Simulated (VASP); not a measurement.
# TaN (P6_3/mmc) in VASP: notebook

The runs below take TaN through electric field gradients, with PBEsol.

All numbers are computed with VASP 6.6.1; they aren't measurements. Logs are shortened: lines on timing, memory, paths and dates and some standing lists are left out, and cuts for length are marked.

### 1 The cell of the first run

The structure is hexagonal, space group P6_3/mmc (No. 194). The conventional cell has a = 3.058 Å, b = 3.058 Å, c = 4.934 Å, α = 90.00°, β = 90.00°, γ = 120.00°. Ta (site symmetry -3m) has 6 N at 2.15 Å and 2 Ta at 2.47 Å within 2.9 Å. Within 2.9 Å of N (site symmetry -6m2) lie 6 Ta at 2.15 Å.

### 2 Electric field gradients, PBEsol (volume scaled by 1.01)

The input, INCAR:

```
SYSTEM = TaN
  ALGO = Normal
  EDIFF = 1E-8
  ENCUT = 520
  GGA = PS
  ISIF = 2
  ISMEAR = -1
  LASPH = .True.
  LCHARG = .False.
  LEFG = .True.
  LREAL = .False.
  LWAVE = .False.
  NBANDS = 24
  NELM = 80
  PREC = Accurate
  SIGMA = 0.01
```

The input, KPOINTS:

```
k-points
0
Gamma
  11 11 6
  0 0 0
```

The input, POSCAR:

```
TaN
1.0
    3.0581283054      0.0000000000      0.0000000000
   -1.5290641527      2.6484168005      0.0000000000
    0.0000000000      0.0000000000      4.9343389905
Ta N
2 2
Direct
    0.0000000000      0.0000000000      0.0000000000
    0.0000000000      0.0000000000      0.5000000000
    0.3333333333      0.6666666667      0.2500000000
    0.6666666667      0.3333333333      0.7500000000
```

Potentials or basis: VASP PAW PBE potentials, release 64 (Ta_pv, N).

Started as:

```bash
> cat potpaw_PBE.64/Ta_pv/POTCAR potpaw_PBE.64/N/POTCAR > POTCAR
> mpirun -np 1 vasp_std > vasp.out
```

OUTCAR:

```text
SYSTEM = TaN
   EDIFF = 1E-8
   ENCUT = 520
   GGA = PS
   ISIF = 2
   ISMEAR = -1
   LASPH = .True.
   LREAL = .False.
   NELM = 80
   PREC = Accurate

 ion  position               nearest neighbor table
   1  0.000  0.000  0.000-   3 2.15   4 2.15   3 2.15   4 2.15   4 2.15   3 2.15   2 2.47   2 2.47

   2  0.000  0.000  0.500-   3 2.15   4 2.15   3 2.15   4 2.15   4 2.15   3 2.15   1 2.47   1 2.47

   3  0.333  0.667  0.250-   1 2.15   2 2.15   1 2.15   2 2.15   1 2.15   2 2.15
   4  0.667  0.333  0.750-   1 2.15   2 2.15   1 2.15   2 2.15   1 2.15   2 2.15

  LATTYP: Found a hexagonal cell.
 ALAT       =     3.0581283054
 C/A-ratio  =     1.6135160130

  Lattice vectors:

 A1 = (   3.0581283054,   0.0000000000,   0.0000000000)
 A2 = (  -1.5290641527,   2.6484168005,   0.0000000000)
 A3 = (   0.0000000000,   0.0000000000,   4.9343389905)

Analysis of symmetry for initial positions (statically):
=====================================================================
 Subroutine PRICEL returns:
 Original cell was already a primitive cell.

 Routine SETGRP: Setting up the symmetry group for a
 hexagonal supercell.

 Subroutine GETGRP returns: Found 24 space group operations
 (whereof 12 operations were pure point group operations)
 out of a pool of 24 trial point group operations.

The static configuration has the point symmetry D_3d.
 The point group associated with its full space group is D_6h.

Analysis of symmetry for dynamics (positions and initial velocities):
=====================================================================
 Subroutine PRICEL returns:
 Original cell was already a primitive cell.

 Routine SETGRP: Setting up the symmetry group for a
 hexagonal supercell.

 Subroutine GETGRP returns: Found 24 space group operations
 (whereof 12 operations were pure point group operations)
 out of a pool of 24 trial point group operations.

The dynamic configuration has the point symmetry D_3d.
 The point group associated with its full space group is D_6h.

 Subroutine INISYM returns: Found 24 space group operations
 (whereof 12 operations are pure point group operations),
 and found     1 'primitive' translations

----------------------------------------------------------------------------------------

                                     Primitive cell

  volume of cell :      39.9642

  direct lattice vectors                    reciprocal lattice vectors
     3.058128305  0.000000000  0.000000000     0.326997398  0.188792036  0.000000000
    -1.529064153  2.648416801  0.000000000     0.000000000  0.377584072  0.000000000
     0.000000000  0.000000000  4.934338990     0.000000000  0.000000000  0.202661390

  length of vectors
     3.058128305  3.058128305  4.934338990     0.377584072  0.377584072  0.202661390

  position of ions in fractional coordinates (direct lattice)
     0.000000000  0.000000000  0.000000000
     0.000000000  0.000000000  0.500000000
     0.333333333  0.666666667  0.250000000
     0.666666667  0.333333333  0.750000000

  ion indices of the primitive-cell ions
   primitive index   ion index
                 1           1
                 2           2
                 3           3
                 4           4

----------------------------------------------------------------------------------------

 KPOINTS: k-points

Automatic generation of k-mesh.
 Grid dimensions read from file:
 generate k-points for:   11   11    6

 Generating k-lattice:

  Cartesian coordinates                     Fractional coordinates (reciprocal lattice)
     0.029727036  0.017162912  0.000000000     0.090909091 -0.000000000  0.000000000
     0.000000000  0.034325825  0.000000000     0.000000000  0.090909091  0.000000000
     0.000000000  0.000000000  0.033776898     0.000000000  0.000000000  0.166666667

  Length of vectors
     0.034325825  0.034325825  0.033776898

  Shift w.r.t. Gamma in fractional coordinates (k-lattice)
     0.000000000  0.000000000  0.000000000

 Subroutine IBZKPT returns following result:
 ===========================================

 Found     64 irreducible k-points:

 Following reciprocal coordinates:
            Coordinates               Weight
  0.000000  0.000000  0.000000      1.000000
  0.090909  0.000000  0.000000      6.000000
  0.181818 -0.000000  0.000000      6.000000
  0.272727 -0.000000  0.000000      6.000000
  0.363636 -0.000000  0.000000      6.000000
  0.454545 -0.000000  0.000000      6.000000
[... 16 lines left out ...]
  0.090909  0.090909  0.166667     12.000000
  0.181818  0.090909  0.166667     24.000000
 [... further k-points ...]
   k-points           NKPTS =     64   k-points in BZ     NKDIM =     64   number of bands    NBANDS=     24
   number of dos      NEDOS =    301   number of ions     NIONS =      4
   total plane-waves  NPLWV =  23040
   dimension x,y,z NGX =    24 NGY =   24 NGZ =   40
   dimension x,y,z NGXF=    48 NGYF=   48 NGZF=   80
   ions per type =               2   2
   NGX,Y,Z   is equivalent  to a cutoff of  13.05, 13.05, 13.48 a.u.
   NGXF,Y,Z  is equivalent  to a cutoff of  26.09, 26.09, 26.95 a.u.
 SYSTEM =  TaN
   PREC   = accura    normal or accurate (medium, high low for compatibility)
   ISTART =      0    job   : 0-new  1-cont  2-samecut
   ICHARG =      2    charge: 1-file 2-atom 10-const
   ISPIN  =      1    spin polarized calculation?
   LNONCOLLINEAR =      F non collinear calculations
   LSORBIT =      F    spin-orbit coupling
   LASPH  =      T    aspherical Exc in radial PAW
   ENCUT  =  520.0 eV  38.22 Ry    6.18 a.u.   5.69  5.69  9.17*2*pi/ulx,y,z
   NELM   =     80;   NELMIN=  2; NELMDL= -5     # of ELM steps
   EDIFF  = 0.1E-07   stopping-criterion for ELM
   LREAL  =      F    real-space projection
   EDIFFG = 0.1E-06   stopping-criterion for IOM
   NSW    =      0    number of steps for IOM
   IBRION =     -1    ionic relax: 0-MD 1-quasi-New 2-CG
   NFREE  =      0    steps in history (QN), initial steepest desc. (CG)
   ISIF   =      2    stress and relaxation
   ISYM   =      2    0-nonsym 1-usesym 2-fastsym
   POTIM  = 0.5000    time-step for ionic-motion
   TEBEG  =    0.0;   TEEND  =   0.0 temperature during run
   PSTRESS=    0.0 pullay stress
   NELECT =      32.0000    total number of electrons
   NUPDOWN=      -1.0000    fix difference up-down
   EMIN   =  10.00;   EMAX   =-10.00  energy-range for DOS
   EFERMI =   0.00;   METHOD = LEGACY
   ISMEAR =    -1;   SIGMA  =   0.01  broadening in eV -4-tet -1-fermi 0-gaus
   EFERMI_NEDOS =   21; number of points for ismear=-14 and -15
   IALGO  =     38    algorithm
   IMIX   =      4    mixing-type and parameters
     AMIX     =   0.40;   BMIX     =  1.00
     AMIX_MAG =   1.60;   BMIX_MAG =  1.00
  volume/ion in A,a.u.               =       9.99        67.42
  Fermi-wavevector in a.u.,A,eV,Ry     =   1.520201  2.872764 31.443234  2.311013
  Thomas-Fermi vector in A             =   2.629084
   LORBIT       =      0    0 simple, 1 ext, 2 COOP (PROOUT), +10 PAW based schemes
   GGA     = PS    functional components
   LHFCALC =     F    Hartree Fock is set to
   AEXX    =    0.0000 exact exchange contribution
   IVDW    =     0    specifies the selected vdW correction
   LEPSILON=     F    determine dielectric tensor
   LRPA    =     F    only Hartree local field effects (RPA)
 non-spin polarized calculation
  energy-cutoff  :      520.00
  volume of cell :       39.96
 maximum number of plane-waves:      1093
 NGX is ok and might be reduce to    24
   NGX = 11   NGY = 11   NGZ = 19

 number of electron      32.0000003 magnetization

 Free energy of the ion-electron system (eV)
  ---------------------------------------------------
  ext. energy  EPLUGINS =         0.00000000
  ---------------------------------------------------
  free energy    TOTEN  =       -44.43198106 eV

  energy without entropy =      -44.43139074  energy(sigma->0) =      -44.43168590

 E-fermi :   9.6485     XC(G=0): -13.8488

 val. band max:        9.6336812390   @ k =   0.1818  -0.0000   0.0000
 cond. band min:       9.6692310404   @ k =   0.0909   0.0000   0.5000
 fundamental gap:      0.0355498015
 Fermi energy:         9.6484957168

 k-point     1 :       0.0000    0.0000    0.0000
  band No.  band energies     occupation
      1     -27.4862      2.00000
      2     -25.6696      2.00000
      3     -25.6696      2.00000
      4     -25.3021      2.00000
      5     -25.3021      2.00000
      6     -24.5111      2.00000
[... 637 lines left out ...]
     23      15.8148      0.00000
     24      16.2629      0.00000

 [... further k-points ...]
[... 5 lines left out ...]
  --------------------------------------------------------------------------------------
  -------------------------------------------------------------------------------------
  Total        4.5918388      4.5918388     24.3641834     -0.0000000      0.0000000      0.0000000
  in kB      184.0883022    184.0883022    976.7680001     -0.0000000      0.0000000      0.0000000
  external PRESSURE =     448.3148682 kB  Pullay stress =       0.0000000 kB

 VOLUME and BASIS-vectors are now :
 -----------------------------------------------------------------------------
  energy-cutoff  :      520.00
  volume of cell :       39.96
      direct lattice vectors                 reciprocal lattice vectors
     3.058128305  0.000000000  0.000000000     0.326997398  0.188792036  0.000000000
    -1.529064153  2.648416801  0.000000000     0.000000000  0.377584072  0.000000000
     0.000000000  0.000000000  4.934338990     0.000000000  0.000000000  0.202661390

 POSITION                                       TOTAL-FORCE (eV/Angst)
 -----------------------------------------------------------------------------------
      0.00000      0.00000      0.00000        -0.000000     -0.000000      0.000000
      0.00000      0.00000      2.46717        -0.000000     -0.000000      0.000000
     -0.00000      1.76561      1.23358        -0.000000      0.000000     -0.000000
      1.52906      0.88281      3.70075         0.000000     -0.000000      0.000000
 -----------------------------------------------------------------------------------
    total drift:                               -0.000000      0.000000      0.000000

  FREE ENERGIE OF THE ION-ELECTRON SYSTEM (eV)
  ---------------------------------------------------
  free  energy   TOTEN  =       -44.4319810645 eV

  energy  without entropy=      -44.4313907384  energy(sigma->0) =      -44.43168590

 Electric field gradients (V/A^2)
---------------------------------------------------------------------
 ion       V_xx      V_yy      V_zz      V_xy      V_xz      V_yz
---------------------------------------------------------------------
   1      85.240    85.239  -170.479    -0.000    -0.000     0.000
   2      85.240    85.239  -170.479    -0.000     0.000    -0.000
   3      -3.096    -3.096     6.192     0.000     0.000     0.000
   4      -3.096    -3.096     6.192     0.000     0.000     0.000
---------------------------------------------------------------------

 Electric field gradients after diagonalization (V/A^2)
 (convention: |V_zz| > |V_xx| > |V_yy|)
----------------------------------------------------------------------
 ion       V_xx      V_yy      V_zz     asymmetry (V_yy - V_xx)/ V_zz
----------------------------------------------------------------------
   1      85.240    85.239  -170.479       0.000
   2      85.240    85.239  -170.479       0.000
   3      -3.096    -3.095     6.192       0.000
   4      -3.096    -3.095     6.192       0.000
----------------------------------------------------------------------

           NMR quadrupolar parameters

 Cq : quadrupolar parameter    Cq=e*Q*V_zz/h
 eta: asymmetry parameters     (V_yy - V_xx)/ V_zz
 Q  : nuclear electric quadrupole moment in mb (millibarn)
----------------------------------------------------------------------
 ion       Cq(MHz)       eta       Q (mb)
----------------------------------------------------------------------
   1      -0.412       0.000       1.000
   2      -0.412       0.000       1.000
   3       0.015       0.000       1.000
   4       0.015       0.000       1.000
----------------------------------------------------------------------
```

Wall time 54 s (1 thread of Intel Xeon Platinum 8175M at 2.50GHz (Skylake/Cascade Lake), shared host); peak memory 0.19 GiB.

Results:

```yaml
Free_energy: -44.4320 eV
Pressure: 44.8 GPa
Band_gap_on_the_k_mesh: zero (band 16 reaches 10.33 eV, above the bottom of band 17 at 7.76 eV)
```

Stress tensor (GPa, compression positive):
```
18.41  0.00  0.00
 0.00 18.41  0.00
 0.00  0.00 97.68
```

Electric field gradients, principal values (V/Å²):
```csv
atom,least,middle,greatest (by size)
1 Ta,85.239,85.240,-170.479
2 Ta,85.239,85.240,-170.479
3 N,-3.095,-3.096,6.192
4 N,-3.095,-3.096,6.192
```

Caveat: without QUAD_EFG the Cq values of the log hold for a quadrupole moment of 1 mb, not for the nuclei; the PAW data sets were made with another functional, which shifts forces and pressure a little; spin-orbit coupling is left out, which moves the levels of the heavy elements.

[end of part 1 of 2]
